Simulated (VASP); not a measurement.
A run of VASP 6.6.1 is set up as follows.

File INCAR:

```
PREC     = Accurate       # precision mode
ENCUT    = 600            # plane-wave cutoff, eV
EDIFF    = 1E-6           # SCF threshold, eV
ISMEAR   = 0              # smearing method
SIGMA    = 0.1            # smearing width, eV
LREAL    = F              # projectors in reciprocal space
LASPH    = T              # aspherical terms in the spheres
NELM     = 80             # most SCF steps
ALGO     = Normal         # electronic algorithm
ISIF     = 3              # what is computed and relaxed
LWAVE    = F              # write WAVECAR
LCHARG   = F              # write CHGCAR
GGA      = PE             # functional
IBRION   = 2              # ionic algorithm
NSW      = 100            # ionic steps
EDIFFG   = -0.01          # ionic threshold
```

The input KPOINTS:

```
Automatic mesh
0
Gamma
  10 10 10
```

File POSCAR:

```
MgSi3N2
1.0
    0.0000000000      3.1289019200      6.0574097182
    2.8475490397      0.0000000000      6.0574097182
    2.8475490397      3.1289019200      0.0000000000
Mg Si N
1 3 2
Direct
    0.0000000000      0.0000000000      0.0000000000
    0.3145902795      0.3145902795      0.6854097205
    0.6854097205      0.6854097205      0.3145902795
    0.5000000000      0.5000000000      0.5000000000
    0.5000000000      0.0000000000      0.5000000000
    0.0000000000      0.5000000000      0.0000000000
```

Potentials or basis: VASP PAW PBE potentials, release 64 (Mg, Si, N).

Launch:

```bash
$ cat potpaw_PBE.64/Mg/POTCAR potpaw_PBE.64/Si/POTCAR potpaw_PBE.64/N/POTCAR > POTCAR
$ mpirun -np 1 vasp_std > vasp.out
```

(1) What does it give for the space group after relaxing (to 0.1 Å)?

(2) Predict the band gap on the k mesh.

Answers

(1) Fmmm (No. 69).

(2) zero (bands 12 and 13 overlap by 0.68 eV).
